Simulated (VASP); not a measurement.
Write the native input for VASP 6.6.1 that does the following.

- Task: single point
- Functional: PBEsol
- Potentials or basis: VASP PAW PBE potentials, release 64 (Ga_d, Co)
- Cutoff: 520 eV
- k mesh: 16 × 16 × 16
- Occupations: gaussian, width 0.15 eV
- Spin: no spin polarisation
- Dipole correction: no
- Further INCAR settings: ALGO = Fast; EDIFF = 1e-06; NBANDS = 18

The structure of GaCo lies in POSCAR:

```
GaCo
1.0
    2.8831000000      0.0000000000      0.0000000000
    0.0000000000      2.8831000000      0.0000000000
    0.0000000000      0.0000000000      2.7677760000
Ga Co
1 1
Direct
    0.5000000000      0.5000000000      0.5000000000
    0.0000000000      0.0000000000      0.0000000000
```

This cell differs from its parent crystal: strain +0.000 along x and y, -0.040 along z.

The input as run:

INCAR

```
  PREC = Accurate
  ENCUT = 520
  EDIFF = 1E-6
  ISMEAR = 0
  SIGMA = 0.15
  LREAL = False
  LASPH = True
  NELM = 80
  ALGO = Fast
  ISIF = 2
  LWAVE = False
  LCHARG = False
  GGA = PS
  NBANDS = 18
```

KPOINTS

```
Automatic mesh
0
Gamma
  16 16 16
```

Potentials or basis: VASP PAW PBE potentials, release 64 (Ga_d, Co).

Launch:

```sh
$ cat potpaw_PBE.64/Ga_d/POTCAR potpaw_PBE.64/Co/POTCAR > POTCAR
$ mpirun -np 1 vasp_std > vasp.out
```

Results of the run:

| Item | Value |
| --- | --- |
| Pressure | -0.6 GPa |
| Band gap on the k mesh | zero (band 11 reaches 11.46 eV, above the bottom of band 12 at 9.76 eV) |

Caveat: the cell differs from its parent crystal (strain +0.000 along x and y, -0.040 along z); the PAW data sets were made with another functional, which shifts forces and pressure a little.

Run time: 110 s on 1 thread of AMD EPYC 9R45 (Zen 5), on a shared host, peak memory 0.25 GiB.
